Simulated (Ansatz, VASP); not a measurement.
## Two plane-wave programs on Pb

```
Pb
1.0
     0.00000    2.47502    2.47502
     2.47502    0.00000    2.47502
     2.47502    2.47502    0.00000
Pb
1
Direct
  0.00000 0.00000 0.00000
```

Alike in both runs: functional PBEsol-based screened hybrid; k mesh 5 × 5 × 5; occupations fermi-dirac, width 0.05 eV; no spin polarisation.

|  | VASP | Ansatz |
| --- | --- | --- |
| version | VASP 6.6.1 | Ansatz 0.2.0 |
| potentials or method | VASP PAW PBE potentials, release 64 (Pb_d) | Ansatz PAW |
| plane-wave cutoff (eV) | 520 | 420 |
| valence electrons in the cell | 14 | 14 |
| task | single point | band structure |

|  | VASP | Ansatz | Ansatz less VASP |
| --- | --- | --- | --- |
| gap on the k mesh at the Fermi level (eV) | none | none | - |
| pressure (GPa) | -1.5 | -1.4 | +0.11 |

VASP's potentials were made for PBE, not for PBEsol-based screened hybrid. A gap of «none» marks a metal or a gap that the smearing closes. With one functional, cell and mesh, what is left measures potentials, basis and numerics.

The k mesh is coarse, so the values compare programs but aren't converged. Neither program's run includes spin-orbit coupling.
